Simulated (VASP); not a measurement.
# Al2Cu (P4/mmm) in VASP: further runs, part 2 of 2

VASP 6.6.1. The steps go on from the part before.

### Step 3. Relaxation of cell and atoms, PBEsol

This run uses another cell than the first one, of 16.24 Å³/atom.

INCAR

```
ALGO     = Fast           # electronic algorithm
EDIFF    = 1E-6           # SCF threshold, eV
EDIFFG   = -0.002         # ionic threshold
ENCUT    = 600            # plane-wave cutoff, eV
GGA      = PS             # functional
IBRION   = 2              # ionic algorithm
ISIF     = 3              # what is computed and relaxed
ISMEAR   = 0              # smearing method
LASPH    = True           # aspherical terms in the spheres
LCHARG   = False          # write CHGCAR
LREAL    = False          # projectors in reciprocal space
LWAVE    = False          # write WAVECAR
NELM     = 100            # most SCF steps
NSW      = 100            # ionic steps
PREC     = Accurate       # precision mode
SIGMA    = 0.1            # smearing width, eV
```

KPOINTS

```
k-points
0
Gamma
  10 10 14
```

POSCAR

```
Al2Cu
1.0
    4.1051820000      0.0000000000      0.0000000000
    0.0000000000      4.1051820000      0.0000000000
    0.0000000000      0.0000000000      2.8913130000
Al Cu
2 1
Direct
    0.5000000000      0.0000000000      0.5000000000
    0.0000000000      0.5000000000      0.5000000000
    0.0000000000      0.0000000000      0.0000000000
```

Potentials or basis: VASP PAW PBE potentials, release 64 (Al, Cu).

The run is started by

```bash
cat potpaw_PBE.64/Al/POTCAR potpaw_PBE.64/Cu/POTCAR > POTCAR
mpirun -np 1 vasp_std > vasp.out
```

OUTCAR:

```text
EDIFF = 1E-6
   EDIFFG = -0.002
   ENCUT = 600
   GGA = PS
   IBRION = 2
   ISIF = 3
   ISMEAR = 0
   LASPH = True
   LREAL = False
   NELM = 100
   NSW = 100
   PREC = Accurate

 ion  position               nearest neighbor table
   1  0.500  0.000  0.500-   3 2.51   3 2.51   3 2.51   3 2.51   2 2.90   2 2.90   2 2.90   2 2.90

   2  0.000  0.500  0.500-   3 2.51   3 2.51   3 2.51   3 2.51   1 2.90   1 2.90   1 2.90   1 2.90

   3  0.000  0.000  0.000-   1 2.51   2 2.51   1 2.51   2 2.51   2 2.51   2 2.51   1 2.51   1 2.51

  LATTYP: Found a simple tetragonal cell.
 ALAT       =     4.1051820000
 C/A-ratio  =     0.7043081159

  Lattice vectors:

 A1 = (   4.1051820000,   0.0000000000,   0.0000000000)
 A2 = (   0.0000000000,   4.1051820000,   0.0000000000)
 A3 = (   0.0000000000,   0.0000000000,   2.8913130000)

Analysis of symmetry for initial positions (statically):
=====================================================================
[... 391 lines left out ...]
      9       7.1843      1.79445
     10       8.1062      0.00000
     11      13.4319      0.00000
     12      13.4319      0.00000
[... 331 lines left out ...]
 k-point    24 :       0.2000    0.0000    0.0714
  band No.  band energies     occupation
      1      -2.9573      2.00000
      2       1.4887      2.00000
      3       2.2449      2.00000
      4       2.8747      2.00000
      5       3.0209      2.00000
      6       3.0914      2.00000
      7       3.6031      2.00000
      8       5.3449      2.00000
      9       7.8191      0.00000
     10      10.2554      0.00000
     11      11.1265      0.00000
     12      11.5906      0.00000

 [... further k-points ...]

------------------------ aborting loop because EDIFF is reached ----------------------------------------

  FORCE on cell =-STRESS in cart. coord.  units (eV):
  Direction    XX          YY          ZZ          XY          YZ          ZX
  --------------------------------------------------------------------------------------
  -------------------------------------------------------------------------------------
  Total        0.0027561      0.0027561      0.0000207      0.0000000     -0.0000000      0.0000000
  in kB        0.0926231      0.0926231      0.0006960      0.0000000     -0.0000000      0.0000000
  external PRESSURE =       0.0619807 kB  Pullay stress =       0.0000000 kB
[... 18 lines left out ...]
  FREE ENERGIE OF THE ION-ELECTRON SYSTEM (eV)
  ---------------------------------------------------
  free  energy   TOTEN  =       -12.5698460944 eV

  energy  without entropy=      -12.5651877776  energy(sigma->0) =      -12.56751694

 reached required accuracy - stopping structural energy minimisation
```

CONTCAR:

```text
Al2Cu
   1.00000000000000
     4.0898705216349187    0.0000000000000000    0.0000000000000000
     0.0000000000000000    4.0898705216349187   -0.0000000000000000
     0.0000000000000000   -0.0000000000000000    2.8501380638855376
  Al              Cu
     2     1
Direct
     0.5000000000000000    0.0000000000000000    0.5000000000000000
     0.0000000000000000    0.5000000000000000    0.5000000000000000
     0.0000000000000000    0.0000000000000000    0.0000000000000000

  0.00000000E+00  0.00000000E+00  0.00000000E+00
  0.00000000E+00  0.00000000E+00  0.00000000E+00
  0.00000000E+00  0.00000000E+00  0.00000000E+00
```

Wall time 9.4 min (1 thread of Intel Xeon Platinum 8488C (Sapphire Rapids), shared host); peak memory 0.28 GiB.

What came out:

```
Free energy                           : -12.5698 eV
Relaxed volume                        : 15.89 Å³/atom
Relaxed cell                          : a = 4.090 Å, b = 4.090 Å, c = 2.850 Å, α = 90.00°, β = 90.00°, γ = 90.00°
Space group after relaxing (to 0.1 Å) : P4/mmm (No. 123)
Energy gained by relaxing             : 2.9 meV/atom
Ionic steps                           : 17
Pressure after relaxing               : 0.0 GPa
Band gap on the k mesh                : zero (an odd number of electrons rules out a gap without spin polarisation)
```

The path:
```
step  energy change (eV)  largest force (eV/Å)  pressure (GPa)  volume (Å³)
   1              0.0000                0.0000           -1.60        48.73
   2             -0.0083                0.0000            0.31        47.59
   3             -0.0083                0.0000           -0.04        47.65
   4             -0.0083                0.0000           -0.06        47.63
   5             -0.0085                0.0000           -0.08        47.65
   6             -0.0086                0.0000           -0.16        47.67
   7             -0.0086                0.0000            0.06        47.53
   8             -0.0086                0.0000            0.11        47.58
   9             -0.0086                0.0000            0.03        47.62
  10             -0.0086                0.0000           -0.12        47.63
  11             -0.0086                0.0000            0.10        47.62
  12             -0.0086                0.0000           -0.05        47.62
  13             -0.0086                0.0000            0.18        47.62
  14             -0.0085                0.0000           -0.23        47.74
  15             -0.0086                0.0000            0.05        47.67
  16             -0.0086                0.0000           -0.26        47.68
  17             -0.0086                0.0000            0.01        47.67
```

Final structure:
```yaml
crystal:
  lattice:
    - [4.08987, 0.00000, 0.00000]
    - [0.00000, 4.08987, 0.00000]
    - [0.00000, 0.00000, 2.85014]
  atoms:
    - { symbol: Al, position: [0.50000, 0.00000, 0.50000] }
    - { symbol: Al, position: [0.00000, 0.50000, 0.50000] }
    - { symbol: Cu, position: [0.00000, 0.00000, 0.00000] }
```

Caveat: the PAW data sets were made with another functional, which shifts forces and pressure a little.
